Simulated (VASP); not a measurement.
Ag: single point with PBEsol

Crystal: Ag.

```xyz
1
Lattice="-1.6126 1.6126 1.6126 1.6126 -1.6126 1.6126 1.6126 1.6126 -1.6126" Properties=species:S:1:pos:R:3 pbc="T T T"
Ag    0.0000    0.0000    0.0000
```

```
Program                : VASP 6.6.1
Task                   : single point
Functional             : PBEsol
Potentials or basis    : VASP PAW PBE potentials, release 64 (Ag)
Cutoff                 : 520 eV
k mesh                 : 18 × 18 × 18
Occupations            : gaussian, width 0.1 eV
Spin                   : no spin polarisation
Dipole correction      : no
Further INCAR settings : ALGO = Normal; EDIFF = 1e-06; NBANDS = 12
```

- Pressure: -0.2 GPa

Levels at points of the mesh, in eV from the Fermi level:
```
           k point  band 3  band 4  band 5  band 6  band 7  band 8  band 9  band 10
(0.00, 0.00, 0.00)   -4.95   -4.95   -3.56   -3.56   18.01   18.01   18.01    24.56
(0.50, 0.00, 0.00)   -3.62   -3.43   -2.51   -0.16    4.25   13.38   14.60    20.23
(0.50, 0.50, 0.50)   -2.77   -2.77   -2.77    6.90    6.90    6.90   13.06    13.70
```

Run time: 31 s on 1 thread of AMD EPYC 7R43 64-Core Processor (Zen 3), with other jobs on the host, peak memory 0.13 GiB.

Caveat: the PAW data sets were made with another functional, which shifts forces and pressure a little.
